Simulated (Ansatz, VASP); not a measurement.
**NiO: VASP beside Ansatz**

```
CELL_PARAMETERS angstrom
0.00000 2.09131 2.09131
2.09131 0.00000 2.09131
2.09131 2.09131 0.00000
ATOMIC_POSITIONS crystal
Ni 0.00000 0.00000 0.00000
O 0.50000 0.50000 0.50000
```

Alike in both runs: functional PBE; k mesh 11 × 11 × 11; occupations fermi-dirac, width 0.05 eV; collinear spin; Hubbard terms Ni d U = 2.0 eV.

|  | VASP | Ansatz |
| --- | --- | --- |
| version | VASP 6.6.1 | Ansatz 0.2.0 |
| potentials or method | VASP PAW PBE potentials, release 64 (Ni, O) | Ansatz PAW |
| plane-wave cutoff (eV) | 520 | 420 |
| valence electrons in the cell | 16 | 24 |
| task | single point | band structure |

```tsv
	VASP	Ansatz	Ansatz less VASP
gap on the k mesh at the Fermi level (eV)	0.37	0.35	-0.026
least direct gap on the mesh (eV)	1.25	1.22	-0.022
pressure (GPa)	5.8	8.8	+3.03
net moment per atom (μB)	1.00	1.00	0.000
size of the moment on the site where the two differ most (μB)	1.68	1.63	-0.049
```

Site moments also hang on the region over which each program counts them. The programs project onto different local orbitals, so the same U acts differently, and such runs can settle in different states. VASP's potentials hold 16 valence electrons a cell and Ansatz's 24, so a difference there can come from the potentials and not from the codes.

Noted on Ansatz's run: the magnetic or orbital state may not be the lowest.
